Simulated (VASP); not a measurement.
Write the native input for VASP 6.6.1 that does the following.

```
Task                   : relaxation of cell and atoms
Functional             : PBE
Potentials or basis    : VASP PAW PBE potentials, release 64 (Li_sv, Bi_d)
Cutoff                 : 600 eV
k mesh                 : 4 × 4 × 4
Occupations            : gaussian, width 0.1 eV
Spin                   : no spin polarisation
Dipole correction      : no
Further INCAR settings : ALGO = Normal; EDIFF = 1e-07; IBRION = 2; EDIFFG = -0.04; NSW = 90; ISIF = 3
```

The structure of Li7Bi lies in POSCAR:

```
Li7Bi
1.0
    0.0000000000      3.7236449700      3.7236449700
    3.7236449700      0.0000000000      3.7236449700
    3.7236449700      3.7236449700      0.0000000000
Li Bi
7 1
Direct
    0.5000000000      0.0000000000      0.0000000000
    0.0000000000      0.5000000000      0.5000000000
    0.0000000000      0.5000000000      0.0000000000
    0.5000000000      0.0000000000      0.5000000000
    0.0000000000      0.0000000000      0.5000000000
    0.5000000000      0.5000000000      0.0000000000
    0.5000000000      0.5000000000      0.5000000000
    0.0000000000      0.0000000000      0.0000000000
```

The cell was generated, and may not be a known phase.

One way to write it, as run:

INCAR

```
SYSTEM = Li7Bi
PREC = Accurate ; ENCUT = 600
EDIFF = 1E-7 ; ISMEAR = 0
SIGMA = 0.1 ; LREAL = .FALSE.
LASPH = .TRUE. ; NELM = 60
ALGO = Normal ; ISIF = 3
LWAVE = .FALSE. ; LCHARG = .FALSE.
GGA = PE ; IBRION = 2
NSW = 90 ; EDIFFG = -0.04
```

KPOINTS

```
regular mesh
0
G
  4 4 4
  0 0 0
```

Potentials or basis: VASP PAW PBE potentials, release 64 (Li_sv, Bi_d).

Run with:

```sh
$ cat potpaw_PBE.64/Li_sv/POTCAR potpaw_PBE.64/Bi_d/POTCAR > POTCAR
$ mpirun -np 1 vasp_std > vasp.out
```

Results of the run:

```
Relaxed volume                        : 19.25 Å³/atom
Relaxed cell                          : a = 6.016 Å, b = 6.016 Å, c = 6.016 Å, α = 60.00°, β = 60.00°, γ = 60.00°
Space group after relaxing (to 0.1 Å) : Fm-3m (No. 225)
Energy gained by relaxing             : 263.3 meV/atom
Ionic steps                           : 4
Pressure after relaxing               : 0.1 GPa
Band gap on the k mesh                : zero (bands 18 and 19 overlap by 0.39 eV)
```

Caveat: the k points lie up to 0.32 Å⁻¹ apart in the final cell; the cutoff is under 1.25 times the usual one of these potentials, so pressure, stress and relaxed cells hold a basis-set (Pulay) error; the volume moved by over 15 % at a fixed basis, so the end points are rough; spin-orbit coupling is left out, which moves the levels of the heavy elements.

Wall time 100 s on 1 thread of Intel Xeon 8259CL, with other jobs on the host, peak memory 0.27 GiB.
